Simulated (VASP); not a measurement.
Here is a VASP 6.6.1 calculation.

Contents of INCAR:

```
SYSTEM = SiC
PREC = Accurate ; ENCUT = 520
EDIFF = 1E-7 ; ISMEAR = 0
SIGMA = 0.01 ; LREAL = .False.
LASPH = .True. ; NELM = 100
ALGO = Normal ; ISIF = 2
LWAVE = .False. ; LCHARG = .False.
GGA = PE ; NBANDS = 16
```

Contents of KPOINTS:

```
Automatic mesh
0
Gamma
  12 12 4
  0 0 0
```

File POSCAR:

```
SiC
1.0
    3.1752936351      0.0000000000      0.0000000000
   -1.5876468176      2.7498806768      0.0000000000
    0.0000000000      0.0000000000      5.2109500228
Si C
2 2
Direct
    0.3333333333      0.6666666667      0.0000000000
    0.6666666667      0.3333333333      0.5000000000
    0.3333333333      0.6666666667      0.3850000000
    0.6666666667      0.3333333333      0.8850000000
```

Potentials or basis: VASP PAW PBE potentials, release 64 (Si, C).

Run with:

```sh
$ cat potpaw_PBE.64/Si/POTCAR potpaw_PBE.64/C/POTCAR > POTCAR
$ mpirun -np 1 vasp_std > vasp.out
```

Q: Estimate the pressure.

A: -14.3 GPa.

Q: What does it give for the band gap on the k mesh?

A: 2.42 eV, indirect (least direct gap 3.82 eV).

Stress tensor (GPa, compression positive):
```
-13.81   0.00   0.00
  0.00 -13.81   0.00
  0.00   0.00 -15.35
```

A k mesh can miss the band edges.
